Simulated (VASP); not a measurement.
# S (R-3m) in VASP: further runs

Runs on S. Level: r2SCAN+D4. Tasks: single point.

Program: VASP 6.6.1. These are calculated values, not measurements. Logs are shortened: lines on timing, memory, paths and dates and some standing lists are left out, and cuts for length are marked.

## Step 1: The cell of the first run

The structure is trigonal, space group R-3m (No. 166). Conventional cell: a = 3.277 Å, b = 3.277 Å, c = 2.584 Å, α = 90.00°, β = 90.00°, γ = 120.00°. Within 2.8 Å of S (site symmetry -3m) lie 14 S at 2.08 to 2.58 Å.

## Step 2: Single point, r2SCAN+D4

Contents of POSCAR:

```
S
1.0
    1.6385000000      0.9459884161      0.8613333333
   -1.6385000000      0.9459884161      0.8613333333
    0.0000000000     -1.8919768321      0.8613333333
S
1
Direct
    0.0000000000      0.0000000000      0.0000000000
```

Contents of INCAR.step1:

```
PREC = Accurate
ENCUT = 550
ISMEAR = -1
SIGMA = 0.05
LREAL = F
LASPH = T
NELM = 120
NBANDS = 9
GGA = PE
ALGO = Normal
EDIFF = 1E-5
LWAVE = T
LCHARG = F
GGA_COMPAT = F
```

Contents of INCAR.step2:

```
PREC = Accurate
ENCUT = 550
EDIFF = 1E-6
ISMEAR = -1
SIGMA = 0.05
LREAL = F
LASPH = T
NELM = 120
ALGO = Normal
ISIF = 2
LWAVE = F
LCHARG = F
METAGGA = R2SCAN
LMIXTAU = T
IVDW = 13
VDW_S6 = 1.0
VDW_S8 = 0.6018749
VDW_A1 = 0.51559235
VDW_A2 = 5.77342911
NBANDS = 9
ISTART = 1
GGA_COMPAT = F
```

Contents of KPOINTS:

```
regular mesh
0
Gamma
  11 11 11
```

Potentials or basis: VASP PAW PBE potentials, release 64 (S).

The run is started by

```
> cat potpaw_PBE.64/S/POTCAR > POTCAR
> cp INCAR.step1 INCAR
> mpirun -np 1 vasp_std > vasp.out
> cp INCAR.step2 INCAR
> mpirun -np 1 vasp_std > vasp.out
```

OUTCAR:

```text
PREC = Accurate
   ENCUT = 550
   EDIFF = 1E-6
   ISMEAR = -1
   LREAL = F
   LASPH = T
   NELM = 120
   ISIF = 2
   METAGGA = R2SCAN
   IVDW = 13
   ISTART = 1

 ion  position               nearest neighbor table
   1  0.000  0.000  0.000-

  LATTYP: Found a trigonal (rhomboedric) cell.
 ALAT       =     2.0788149135
 COS(alpha) =    -0.2424852435

  Lattice vectors:

 A1 = (   1.6385000000,   0.9459884161,   0.8613333333)
 A2 = (  -1.6385000000,   0.9459884161,   0.8613333333)
 A3 = (   0.0000000000,  -1.8919768321,   0.8613333333)

Analysis of symmetry for initial positions (statically):
=====================================================================
 Subroutine PRICEL returns:
 Original cell was already a primitive cell.

 Routine SETGRP: Setting up the symmetry group for a
 trigonal (rhombohedral) supercell.

 Subroutine GETGRP returns: Found 12 space group operations
 (whereof 12 operations were pure point group operations)
 out of a pool of 12 trial point group operations.

The static configuration has the point symmetry D_3d.

Analysis of symmetry for dynamics (positions and initial velocities):
=====================================================================
 Subroutine PRICEL returns:
 Original cell was already a primitive cell.

 Routine SETGRP: Setting up the symmetry group for a
 trigonal (rhombohedral) supercell.

 Subroutine GETGRP returns: Found 12 space group operations
 (whereof 12 operations were pure point group operations)
 out of a pool of 12 trial point group operations.

The dynamic configuration has the point symmetry D_3d.

 Subroutine INISYM returns: Found 12 space group operations
 (whereof 12 operations are pure point group operations),
 and found     1 'primitive' translations

----------------------------------------------------------------------------------------

                                     Primitive cell

  volume of cell :       8.0104

  direct lattice vectors                    reciprocal lattice vectors
     1.638500000  0.945988416  0.861333333     0.305157156  0.176182566  0.386996904
    -1.638500000  0.945988416  0.861333333    -0.305157156  0.176182566  0.386996904
     0.000000000 -1.891976832  0.861333333     0.000000000 -0.352365132  0.386996904

  length of vectors
     2.078814913  2.078814913  2.078814913     0.523381114  0.523381114  0.523381114

  position of ions in fractional coordinates (direct lattice)
     0.000000000  0.000000000  0.000000000

  ion indices of the primitive-cell ions
   primitive index   ion index
                 1           1

----------------------------------------------------------------------------------------

 KPOINTS: regular mesh

Automatic generation of k-mesh.
 Grid dimensions read from file:
 generate k-points for:   11   11   11

 Generating k-lattice:

  Cartesian coordinates                     Fractional coordinates (reciprocal lattice)
     0.027741560  0.016016597  0.035181537     0.090909091 -0.000000000 -0.000000000
    -0.027741560  0.016016597  0.035181537    -0.000000000  0.090909091 -0.000000000
     0.000000000 -0.032033194  0.035181537     0.000000000  0.000000000  0.090909091

  Length of vectors
     0.047580101  0.047580101  0.047580101

  Shift w.r.t. Gamma in fractional coordinates (k-lattice)
     0.000000000  0.000000000  0.000000000

 Subroutine IBZKPT returns following result:
 ===========================================

 Found    146 irreducible k-points:

 Following reciprocal coordinates:
            Coordinates               Weight
  0.000000  0.000000  0.000000      1.000000
  0.090909 -0.000000  0.000000      6.000000
  0.181818  0.000000  0.000000      6.000000
  0.272727  0.000000  0.000000      6.000000
  0.363636 -0.000000  0.000000      6.000000
  0.454545 -0.000000  0.000000      6.000000
[... 16 lines left out ...]
 -0.272727  0.181818 -0.000000     12.000000
 -0.181818  0.181818  0.000000      6.000000
 [... further k-points ...]
   k-points           NKPTS =    146   k-points in BZ     NKDIM =    146   number of bands    NBANDS=      9
   number of dos      NEDOS =    301   number of ions     NIONS =      1
   total plane-waves  NPLWV =   4096
   dimension x,y,z NGX =    16 NGY =   16 NGZ =   16
   dimension x,y,z NGXF=    32 NGYF=   32 NGZF=   32
   ions per type =               1
   NGX,Y,Z   is equivalent  to a cutoff of  12.80, 12.80, 12.80 a.u.
   NGXF,Y,Z  is equivalent  to a cutoff of  25.59, 25.59, 25.59 a.u.
 SYSTEM =  unknown system
   PREC   = accura    normal or accurate (medium, high low for compatibility)
   ISTART =      1    job   : 0-new  1-cont  2-samecut
   ICHARG =      0    charge: 1-file 2-atom 10-const
   ISPIN  =      1    spin polarized calculation?
   LNONCOLLINEAR =      F non collinear calculations
   LSORBIT =      F    spin-orbit coupling
   LASPH  =      T    aspherical Exc in radial PAW
   ENCUT  =  550.0 eV  40.42 Ry    6.36 a.u.   3.98  3.98  3.98*2*pi/ulx,y,z
   NELM   =    120;   NELMIN=  2; NELMDL=  0     # of ELM steps
   EDIFF  = 0.1E-05   stopping-criterion for ELM
   LREAL  =      F    real-space projection
   EDIFFG = 0.1E-04   stopping-criterion for IOM
   NSW    =      0    number of steps for IOM
   IBRION =     -1    ionic relax: 0-MD 1-quasi-New 2-CG
   NFREE  =      0    steps in history (QN), initial steepest desc. (CG)
   ISIF   =      2    stress and relaxation
   ISYM   =      2    0-nonsym 1-usesym 2-fastsym
   POTIM  = 0.5000    time-step for ionic-motion
   TEBEG  =    0.0;   TEEND  =   0.0 temperature during run
   PSTRESS=    0.0 pullay stress
   NELECT =       6.0000    total number of electrons
   NUPDOWN=      -1.0000    fix difference up-down
   EMIN   =  10.00;   EMAX   =-10.00  energy-range for DOS
   EFERMI =   0.00;   METHOD = LEGACY
   ISMEAR =    -1;   SIGMA  =   0.05  broadening in eV -4-tet -1-fermi 0-gaus
   EFERMI_NEDOS =   21; number of points for ismear=-14 and -15
   IALGO  =     38    algorithm
   IMIX   =      4    mixing-type and parameters
     AMIX     =   0.40;   BMIX     =  1.00
     AMIX_MAG =   1.60;   BMIX_MAG =  1.00
  volume/ion in A,a.u.               =       8.01        54.06
  Fermi-wavevector in a.u.,A,eV,Ry     =   1.486758  2.809565 30.074995  2.210450
  Thomas-Fermi vector in A             =   2.600004
   LORBIT       =      0    0 simple, 1 ext, 2 COOP (PROOUT), +10 PAW based schemes
   METAGGA = R2SCAN    functional components
   LHFCALC =     F    Hartree Fock is set to
   AEXX    =    0.0000 exact exchange contribution
   IVDW    =    13    specifies the selected vdW correction
   LEPSILON=     F    determine dielectric tensor
   LRPA    =     F    only Hartree local field effects (RPA)
 non-spin polarized calculation
  energy-cutoff  :      550.00
  volume of cell :        8.01
 maximum number of plane-waves:       246
   NGX =  7   NGY =  7   NGZ =  7

 number of electron       5.9999998 magnetization

 Free energy of the ion-electron system (eV)
  ---------------------------------------------------
  ext. energy  EPLUGINS =         0.00000000
  ---------------------------------------------------
  free energy    TOTEN  =        -3.89792803 eV

  energy without entropy =       -3.89485785  energy(sigma->0) =       -3.89639294

 E-fermi :  21.2197     XC(G=0): -15.5890

 val. band max:       21.2183187851   @ k =   0.4545   0.0909   0.0909
 cond. band min:      21.2317922890   @ k =  -0.2727   0.4545   0.2727
 fundamental gap:      0.0134735039
 Fermi energy:        21.2196961385

 k-point     1 :       0.0000    0.0000    0.0000
  band No.  band energies     occupation
      1      -7.1531      2.00000
      2      26.1432      0.00000
      3      29.3946      0.00000
      4      29.3946      0.00000
      5      29.9517      0.00000
      6      29.9517      0.00000
      7      38.2801      0.00000
      8      44.9136      0.00000
      9      44.9136      0.00000

 k-point     2 :       0.0909   -0.0000    0.0000
  band No.  band energies     occupation
      1      -6.8225      2.00000
      2      23.5046      0.00000
      3      26.9013      0.00000
      4      28.2756      0.00000
      5      31.1701      0.00000
      6      34.4996      0.00000
      7      38.4659      0.00000
      8      43.3807      0.00000
      9      43.9330      0.00000

 k-point     3 :       0.1818    0.0000    0.0000
  band No.  band energies     occupation
      1      -5.8343      2.00000
      2      18.3695      2.00000
      3      26.2688      0.00000
      4      27.2946      0.00000
      5      32.0265      0.00000
      6      37.5179      0.00000
      7      39.0331      0.00000
      8      41.8565      0.00000
      9      44.2476      0.00000

 k-point     4 :       0.2727    0.0000    0.0000
  band No.  band energies     occupation
      1      -4.2017      2.00000
      2      13.3803      2.00000
      3      25.8089      0.00000
      4      26.7879      0.00000
      5      31.4869      0.00000
      6      35.8841      0.00000
      7      42.4222      0.00000
      8      42.8769      0.00000
      9      46.2980      0.00000

 k-point     5 :       0.3636   -0.0000    0.0000
  band No.  band energies     occupation
      1      -1.9569      2.00000
      2       8.8370      2.00000
      3      25.5356      0.00000
      4      26.7905      0.00000
      5      30.0819      0.00000
      6      34.3542      0.00000
      7      44.5782      0.00000
      8      46.5716      0.00000
      9      48.8356      0.00000

 k-point     6 :       0.4545   -0.0000    0.0000
  band No.  band energies     occupation
      1       0.7300      2.00000
      2       4.9871      2.00000
      3      25.4283      0.00000
      4      27.2191      0.00000
      5      28.7825      0.00000
      6      33.4924      0.00000
      7      46.8342      0.00000
      8      48.7947      0.00000
      9      52.3469      0.00000
[... 169 lines left out ...]
 k-point    21 :      -0.4545    0.1818   -0.0000
  band No.  band energies     occupation
      1       0.1693      2.00000
      2       8.3487      2.00000
      3      19.0904      2.00000
      4      27.3917      0.00000
      5      31.7521      0.00000
      6      36.1065      0.00000
      7      41.3733      0.00000
      8      43.0015      0.00000
      9      49.4518      0.00000

 k-point    22 :      -0.3636    0.1818    0.0000
  band No.  band energies     occupation
      1      -2.2700      2.00000
      2      12.5681      2.00000
      3      20.9934      1.97858
      4      28.5700      0.00000
      5      30.4447      0.00000
      6      34.4727      0.00000
      7      40.0476      0.00000
      8      40.9096      0.00000
      9      46.2713      0.00000

 k-point    23 :      -0.2727    0.1818   -0.0000
  band No.  band energies     occupation
      1      -4.1259      2.00000
      2      17.1282      2.00000
      3      22.6724      0.00000
      4      29.1320      0.00000
      5      29.3083      0.00000
      6      34.6925      0.00000
      7      38.5684      0.00000
      8      39.9463      0.00000
      9      43.1058      0.00000

 k-point    24 :      -0.1818    0.1818    0.0000
  band No.  band energies     occupation
      1      -5.3484      2.00000
      2      20.8486      1.99880
      3      23.3095      0.00000
      4      29.2889      0.00000
      5      30.4862      0.00000
      6      34.6834      0.00000
      7      38.5429      0.00000
      8      39.2065      0.00000
      9      40.6756      0.00000

 [... further k-points ...]

------------------------ aborting loop because EDIFF is reached ----------------------------------------

  DFT-D4 for vdW energy calculation

  Edisp (eV):   -0.27448

  FORCE on cell =-STRESS in cart. coord.  units (eV):
  Direction    XX          YY          ZZ          XY          YZ          ZX
  --------------------------------------------------------------------------------------
  -------------------------------------------------------------------------------------
  Total      10.74067    10.74067    10.77151     0.00000     0.00000     0.00000
  in kB    2148.26099  2148.26099  2154.43041     0.00000     0.00000     0.00000
  external pressure =     2150.32 kB  Pullay stress =        0.00 kB

 VOLUME and BASIS-vectors are now :
 -----------------------------------------------------------------------------
  energy-cutoff  :      550.00
  volume of cell :        8.01
      direct lattice vectors                 reciprocal lattice vectors
     1.638500000  0.945988416  0.861333333     0.305157156  0.176182566  0.386996904
    -1.638500000  0.945988416  0.861333333    -0.305157156  0.176182566  0.386996904
     0.000000000 -1.891976832  0.861333333     0.000000000 -0.352365132  0.386996904

 POSITION                                       TOTAL-FORCE (eV/Angst)
 -----------------------------------------------------------------------------------
      0.00000      0.00000      0.00000         0.000000      0.000000     -0.000000
 -----------------------------------------------------------------------------------
    total drift:                               -0.000000      0.000000     -0.000000

  FREE ENERGIE OF THE ION-ELECTRON SYSTEM (eV)
  ---------------------------------------------------
  free  energy   TOTEN  =        -4.1724079185 eV

  energy  without entropy=       -4.1693377408  energy(sigma->0) =       -4.17087283
```

Run time: 15 s. Hardware: 1 thread of Intel Xeon Platinum 8259CL at 2.50GHz (Skylake/Cascade Lake), shared host; peak memory 0.12 GiB.

Results:

```yaml
Free_energy: -4.1724 eV
Pressure: 215.0 GPa
Band_gap_on_the_k_mesh: zero (bands 3 and 4 overlap by 15.81 eV)
Dispersion_energy_per_atom: -0.274 eV
```

Caveat: the cell stands under pressure; the PAW data sets were made with another functional, which shifts forces and pressure a little.

## Step 3: Single point, r2SCAN+D4

This run uses another cell than the first one, of 16.33 Å³/atom.

Contents of POSCAR:

```
S
1.0
    2.3395289700      1.3507276806      0.8613333333
   -2.3395289700      1.3507276806      0.8613333333
    0.0000000000     -2.7014553612      0.8613333333
S
1
Direct
    0.0000000000      0.0000000000      0.0000000000
```

Contents of INCAR.step1:

```
SYSTEM = S
PREC     = Accurate       ! precision mode
ENCUT    = 550            ! plane-wave cutoff, eV
ISMEAR   = -1             ! smearing method
SIGMA    = 0.05           ! smearing width, eV
LREAL    = .False.        ! projectors in reciprocal space
LASPH    = .True.         ! aspherical terms in the spheres
NELM     = 120            ! most SCF steps
NBANDS   = 9              ! bands
GGA      = PE             ! functional
ALGO     = Normal         ! electronic algorithm
EDIFF    = 1E-5           ! SCF threshold, eV
LWAVE    = .True.         ! write WAVECAR
LCHARG   = .False.        ! write CHGCAR
GGA_COMPAT= .False.
```

Contents of INCAR.step2:

```
SYSTEM = S
PREC     = Accurate       ! precision mode
ENCUT    = 550            ! plane-wave cutoff, eV
EDIFF    = 1E-6           ! SCF threshold, eV
ISMEAR   = -1             ! smearing method
SIGMA    = 0.05           ! smearing width, eV
LREAL    = .False.        ! projectors in reciprocal space
LASPH    = .True.         ! aspherical terms in the spheres
NELM     = 120            ! most SCF steps
ALGO     = Normal         ! electronic algorithm
ISIF     = 2              ! what is computed and relaxed
LWAVE    = .False.        ! write WAVECAR
LCHARG   = .False.        ! write CHGCAR
METAGGA  = R2SCAN         ! meta-GGA
LMIXTAU  = .True.       
IVDW     = 13             ! dispersion correction
VDW_S6   = 1.0          
VDW_S8   = 0.6018749    
VDW_A1   = 0.51559235   
VDW_A2   = 5.77342911   
NBANDS   = 9              ! bands
ISTART   = 1            
GGA_COMPAT= .False.
```

Contents of KPOINTS:

```
regular mesh
0
Gamma
  11 11 11
  0 0 0
```

Potentials or basis: VASP PAW PBE potentials, release 64 (S).

The run is started by

```
> cat potpaw_PBE.64/S/POTCAR > POTCAR
> cp INCAR.step1 INCAR
> mpirun -np 1 vasp_std > vasp.out
> cp INCAR.step2 INCAR
> mpirun -np 1 vasp_std > vasp.out
```

OUTCAR:

```text
SYSTEM = S
   PREC = Accurate
   ENCUT = 550
   EDIFF = 1E-6
   ISMEAR = -1
   LREAL = .False.
   LASPH = .True.
   NELM = 120
   ISIF = 2
   METAGGA = R2SCAN
   IVDW = 13
   ISTART = 1

 ion  position               nearest neighbor table
   1  0.000  0.000  0.000-

  LATTYP: Found a trigonal (rhomboedric) cell.
 ALAT       =     2.8354463810
 COS(alpha) =    -0.3615825354

  Lattice vectors:

 A1 = (   2.3395289700,   1.3507276806,   0.8613333333)
 A2 = (  -2.3395289700,   1.3507276806,   0.8613333333)
 A3 = (   0.0000000000,  -2.7014553612,   0.8613333333)

Analysis of symmetry for initial positions (statically):
=====================================================================
 Subroutine PRICEL returns:
 Original cell was already a primitive cell.

 Routine SETGRP: Setting up the symmetry group for a
 trigonal (rhombohedral) supercell.

 Subroutine GETGRP returns: Found 12 space group operations
 (whereof 12 operations were pure point group operations)
[... 165 lines left out ...]
 cond. band min:       7.0202589125   @ k =   0.1818   0.1818   0.0000
 fundamental gap:      0.0256587685
 Fermi energy:         7.0098162569

 k-point     1 :       0.0000    0.0000    0.0000
  band No.  band energies     occupation
      1     -10.3533      2.00000
      2       9.4130      0.00000
      3       9.4130      0.00000
      4      11.3254      0.00000
      5      18.2125      0.00000
      6      19.8400      0.00000
      7      19.8400      0.00000
      8      22.8305      0.00000
      9      24.5057      0.00000
[... 265 lines left out ...]
 k-point    24 :      -0.1818    0.1818    0.0000
  band No.  band energies     occupation
      1      -9.6089      2.00000
      2       6.2021      2.00000
      3       8.5122      0.00000
      4      10.9556      0.00000
      5      17.3849      0.00000
      6      18.7980      0.00000
      7      22.2578      0.00000
      8      24.2018      0.00000
      9      24.6632      0.00000

 [... further k-points ...]

------------------------ aborting loop because EDIFF is reached ----------------------------------------

  DFT-D4 for vdW energy calculation

  Edisp (eV):   -0.15089

  FORCE on cell =-STRESS in cart. coord.  units (eV):
  Direction    XX          YY          ZZ          XY          YZ          ZX
  --------------------------------------------------------------------------------------
  -------------------------------------------------------------------------------------
  Total      -0.02682    -0.02682    -1.32991     0.00000     0.00000     0.00000
  in kB      -2.63129    -2.63129  -130.47110     0.00000     0.00000     0.00000
  external pressure =      -45.24 kB  Pullay stress =        0.00 kB

 VOLUME and BASIS-vectors are now :
 -----------------------------------------------------------------------------
  energy-cutoff  :      550.00
  volume of cell :       16.33
      direct lattice vectors                 reciprocal lattice vectors
     2.339528970  1.350727681  0.861333333     0.213718234  0.123390280  0.386996904
    -2.339528970  1.350727681  0.861333333    -0.213718234  0.123390280  0.386996904
     0.000000000 -2.701455361  0.861333333     0.000000000 -0.246780560  0.386996904

 POSITION                                       TOTAL-FORCE (eV/Angst)
 -----------------------------------------------------------------------------------
      0.00000      0.00000      0.00000         0.000000     -0.000000      0.000000
 -----------------------------------------------------------------------------------
    total drift:                               -0.000000     -0.000000      0.000000

  FREE ENERGIE OF THE ION-ELECTRON SYSTEM (eV)
  ---------------------------------------------------
  free  energy   TOTEN  =        -6.9683790188 eV

  energy  without entropy=       -6.9634396254  energy(sigma->0) =       -6.96590932
```

Wall time 55 s (1 thread of Intel Xeon Platinum 8259CL at 2.50GHz (Skylake/Cascade Lake), shared host); peak memory 0.14 GiB.

What came out:

```
Free energy                : -6.9684 eV
Pressure                   : -4.5 GPa
Band gap on the k mesh     : zero (bands 3 and 4 overlap by 5.55 eV)
Dispersion energy per atom : -0.151 eV
```

Levels at points of the mesh, in eV from the Fermi level:
```
           k point  band 1  band 2  band 3  band 4  band 5  band 6
(0.00, 0.00, 0.00)  -17.36    2.40    2.40    4.32   11.20   12.83
```

Caveat: the stress differs along the axes, from -13 to -0 GPa; the PAW data sets were made with another functional, which shifts forces and pressure a little.

The gap in the log of VASP goes by the Fermi energy; the results here count the filled bands.